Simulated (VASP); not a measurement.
# CuSbS3: single point with PBEsol

CuSbS3:

```
Cu Sb S
1.0
     1.73432   -5.61132    0.00000
     1.73432    5.61132    0.00000
     0.00000    0.00000    9.57646
Cu Sb S
2 2 6
Direct
  0.25132 0.74868 0.75000
  0.74868 0.25132 0.25000
  0.00000 0.00000 0.00000
  0.00000 0.00000 0.50000
  0.88555 0.11445 0.75000
  0.11445 0.88555 0.25000
  0.34987 0.65013 0.08430
  0.65013 0.34987 0.91570
  0.34987 0.65013 0.41570
  0.65013 0.34987 0.58430
```

```json
{"Program": "VASP 6.6.1", "Task": "single point", "Functional": "PBEsol", "Potentials or basis": "VASP PAW PBE potentials, release 64 (Cu, Sb, S)", "Cutoff": "520 eV", "k mesh": "6 × 6 × 2", "Occupations": "fermi-dirac, width 0.03 eV", "Spin": "no spin polarisation", "Dipole correction": "no", "Further INCAR settings": "ALGO = Normal; EDIFF = 1e-07; NBANDS = 45"}
```

The pressure is 0.0 GPa and the largest force is 0.035 eV/Å. The band gap on the k mesh is zero (band 34 reaches 6.82 eV, above the bottom of band 35 at 6.20 eV).

Forces in eV/Å, atoms in the order of the input:
```
Cu   0.000  0.011  0.000
Cu   0.000 -0.011  0.000
Sb   0.000  0.000  0.000
Sb   0.000  0.000  0.000
S    0.000 -0.035  0.000
S    0.000  0.035  0.000
S    0.000 -0.011 -0.016
S    0.000  0.011  0.016
S    0.000 -0.011  0.016
S    0.000  0.011 -0.016
```

Stress tensor (GPa, compression positive):
```
 0.04  0.00  0.00
 0.00  0.00  0.00
 0.00  0.00 -0.06
```

Levels at points of the mesh, in eV from the Fermi level:
| k point | band 31 | band 32 | band 33 | band 34 | band 35 | band 36 | band 37 | band 38 |
| --- | --- | --- | --- | --- | --- | --- | --- | --- |
| (0.00, 0.00, 0.00) | -0.71 | -0.38 | -0.37 | 0.08 | 0.26 | 1.52 | 1.73 | 3.00 |
| (0.50, 0.00, 0.00) | -1.23 | -0.75 | -0.71 | -0.54 | 0.15 | 0.49 | 0.93 | 2.64 |
| (0.50, 0.50, 0.00) | -0.73 | -0.45 | 0.26 | 0.39 | 0.54 | 0.68 | 1.71 | 2.39 |
| (0.00, 0.00, 0.50) | -0.81 | -0.81 | 0.06 | 0.06 | 0.80 | 0.80 | 2.52 | 2.52 |
| (0.50, 0.00, 0.50) | -0.81 | -0.81 | -0.45 | -0.45 | -0.03 | -0.03 | 2.27 | 2.27 |
| (0.50, 0.50, 0.50) | -0.80 | -0.80 | 0.32 | 0.32 | 0.32 | 0.32 | 2.89 | 2.89 |

It took 10 min on 1 thread of Intel(R) Xeon(R) Platinum 8488C (Sapphire Rapids) (shared host), peak memory 0.5 GiB.

Caveat: the PAW data sets were made with another functional, which shifts forces and pressure a little; spin-orbit coupling is left out, which moves the levels of the heavy elements. With open d or f shells a metallic result of PBEsol can be an artefact of self-interaction; +U or a hybrid may open a gap.
